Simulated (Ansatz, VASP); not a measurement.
# One calculation of C, two programs

Contents of INCAR:

```
PREC = Accurate
ENCUT = 520
EDIFF = 1E-6
ISMEAR = 0
SIGMA = 0.027000000000000003
LREAL = False
LASPH = True
NELM = 100
ALGO = Normal
ISIF = 2
LWAVE = False
LCHARG = False
GGA = PE
NBANDS = 11
```

KPOINTS

```
regular mesh
0
Gamma
  13 13 8
```

The input POSCAR:

```
C
1.0
    2.1273203072     -1.2282824400      0.0000000000
    2.1273203072      1.2282824400      0.0000000000
   -1.3790696309      0.0000000000      3.5028300786
C
2
Direct
    0.1666444700      0.1666444700      0.9999069600
    0.8333555300      0.8333555300      0.0000930400
```

Contents of input.yaml:

```yaml
crystal:
  lattice:
    - [2.1273203072, -1.22828244, 0.0]
    - [2.1273203072, 1.22828244, 0.0]
    - [-1.3790696309, 0.0, 3.5028300786]
  atoms:
    - { symbol: C, position: [0.16664447, 0.16664447, 0.99990696] }
    - { symbol: C, position: [0.83335553, 0.83335553, 9.304e-05] }
hamiltonian:
  xc: pbe
  pseudopotentials: { kind: paw }
kpoints:
  mp_grid: { grid: [13, 13, 8] }
scf:
  occupations: { method: gaussian, width: 0.027 }
output:
  forces: true
  stress: true
  eigenvalues: true
```

Alike in both runs: task single point; functional PBE; k mesh 13 × 13 × 8; occupations gaussian, width 0.027 eV; no spin polarisation.

|  | VASP | Ansatz |
| --- | --- | --- |
| version | VASP 6.6.1 | Ansatz 0.2.0 |
| potentials or method | VASP PAW PBE potentials, release 64 (C) | Ansatz PAW |
| plane-wave cutoff (eV) | 520 | 420 |
| valence electrons in the cell | 8 | 8 |

Ansatz gave:

```
gap on the k mesh at the Fermi level (eV)                     : 0.93
least direct gap on the mesh (eV)                             : 0.94
pressure (GPa)                                                : 3.8
traceless stress, the component that is largest in VASP (GPa) : -1.60
```

Task: Estimate VASP's values.

Result: gap on the k mesh at the Fermi level (eV): 0.93; least direct gap on the mesh (eV): 0.94; pressure (GPa): 4.2; traceless stress, the component that is largest in VASP (GPa): -2.13.

Noted on Ansatz's run: odd divisions of the mesh miss points on the zone boundary, where band edges often lie, so the gap on the mesh can be too wide.
